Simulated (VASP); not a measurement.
PtS2: single point with HSE06

The system is PtS2, a sheet with vacuum.

```xyz
3
Lattice="3.5415 0.0000 0.0000 -1.7707 3.0670 0.0000 0.0000 0.0000 18.4837" Properties=species:S:1:pos:R:3 pbc="T T T"
S     0.0000    2.0447    8.0000
S     1.7707    1.0223   10.4837
Pt    0.0000    0.0000    9.2418
```

- Program: VASP 6.6.1
- Task: single point
- Functional: HSE06
- Potentials or basis: VASP PAW PBE potentials, release 64 (S, Pt)
- Cutoff: 400 eV
- k mesh: 6 × 6 × 1
- Occupations: gaussian, width 0.03 eV
- Spin: no spin polarisation

```json
{
 "Largest force": "0.388 eV/Å",
 "Band gap on the k mesh": "2.92 eV (least direct gap 2.99 eV)"
}
```

Forces in eV/Å, atoms in the order of the input:
```
S    0.000  0.000  0.388
S    0.000  0.000 -0.388
Pt   0.000  0.000  0.000
```

Levels at points of the mesh, in eV from the valence-band top:
```tsv
k point	band 8	band 9	band 10	band 11	band 12	band 13	band 14	band 15
(0.00, 0.00, 0.00)	-1.16	-0.58	-0.07	-0.07	4.18	4.18	6.37	6.75
(0.50, 0.00, 0.00)	-2.65	-2.05	-2.01	-1.47	3.87	3.98	6.70	7.90
```

Wall time 12 min on 1 thread of AMD EPYC 7R43 64-Core Processor (Zen 3) (shared host), peak memory 0.32 GiB.

Caveat: the PAW data sets were made with another functional, which shifts forces and pressure a little; spin-orbit coupling is left out, which moves the levels of the heavy elements.
